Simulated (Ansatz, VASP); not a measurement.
**BiTe in VASP and in Ansatz**

```
Bi Te
1.0
     0.00000    3.23500    3.23500
     3.23500    0.00000    3.23500
     3.23500    3.23500    0.00000
Bi Te
1 1
Direct
  0.01546 0.01546 0.98454
  0.50000 0.50000 0.50000
```

Change from the starting cell: all Bi atoms moved -0.100 Å, as atom 1 towards its neighbour atom 2 (Te) at 3.235 Å.

Alike in both runs: task single point; functional PBE; k mesh 14 × 14 × 14; occupations gaussian, width 0.15 eV; no spin polarisation.

```csv
,VASP,Ansatz
version,VASP 6.6.1,Ansatz 0.2.0
potentials or method,"VASP PAW PBE potentials, release 64 (Bi_d, Te), cutoff 520 eV","scalar-relativistic, plane waves, PAW"
valence electrons in the cell,21,31
```

|  | VASP | Ansatz | Ansatz less VASP |
| --- | --- | --- | --- |
| gap on the k mesh at the Fermi level (eV) | none | none | - |
| pressure (GPa) | 0.9 | 0.9 | +0.07 |
| traceless stress, the component that is largest in VASP (GPa) | 0.17 | 0.17 | -0.002 |
| rms of the force components (eV/Å) | 0.146 | 0.146 | -0.0005 |

Atom by atom the forces differ by 0.001 eV/Å (rms over components). A gap of «none» marks a metal or a gap that the smearing closes. With one functional, cell and mesh, what is left measures potentials, basis and numerics. VASP's potentials hold 21 valence electrons a cell and Ansatz's 31, so a difference there can come from the potentials and not from the codes.

Neither program's run includes spin-orbit coupling.
